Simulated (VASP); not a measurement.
A run of VASP 6.6.1:

The input POSCAR:

```
Pt3Pb
1.0
    4.0519951169      0.0000000000      0.0000000000
    0.0000000000      4.0519951169      0.0000000000
    0.0000000000      0.0000000000      4.0519951169
Pt Pb
3 1
Direct
    0.0000000000      0.5000000000      0.5000000000
    0.5000000000      0.0000000000      0.5000000000
    0.5000000000      0.5000000000      0.0000000000
    0.0000000000      0.0000000000      0.0000000000
```

INCAR.step1

```
PREC = Accurate
ENCUT = 520
ISMEAR = 0
SIGMA = 0.1
LREAL = False
LASPH = True
NELM = 60
NBANDS = 30
GGA = PE
ALGO = Normal
EDIFF = 1E-4
LWAVE = True
LCHARG = False
```

INCAR.step2

```
PREC = Accurate
ENCUT = 520
EDIFF = 1E-6
ISMEAR = 0
SIGMA = 0.1
LREAL = False
LASPH = True
NELM = 60
ALGO = Normal
ISIF = 2
LWAVE = False
LCHARG = False
METAGGA = R2SCAN
LMIXTAU = True
NBANDS = 30
ISTART = 1
```

File KPOINTS:

```
regular mesh
0
Gamma
  10 10 10
```

Potentials or basis: VASP PAW PBE potentials, release 64 (Pt, Pb_d).

Launch:

```sh
$ cat potpaw_PBE.64/Pt/POTCAR potpaw_PBE.64/Pb_d/POTCAR > POTCAR
$ cp INCAR.step1 INCAR
$ mpirun -np 1 vasp_std > vasp.out
$ cp INCAR.step2 INCAR
$ mpirun -np 1 vasp_std > vasp.out
```

Hardware: 1 thread of Intel(R) Xeon(R) 6975P-C (Granite Rapids) (shared host).

Q: Estimate the wall time of this run.

A: It took 2.4 min on 1 thread of Intel(R) Xeon(R) 6975P-C (Granite Rapids), with other jobs on the host, peak memory 0.24 GiB. Counts: k points 56.
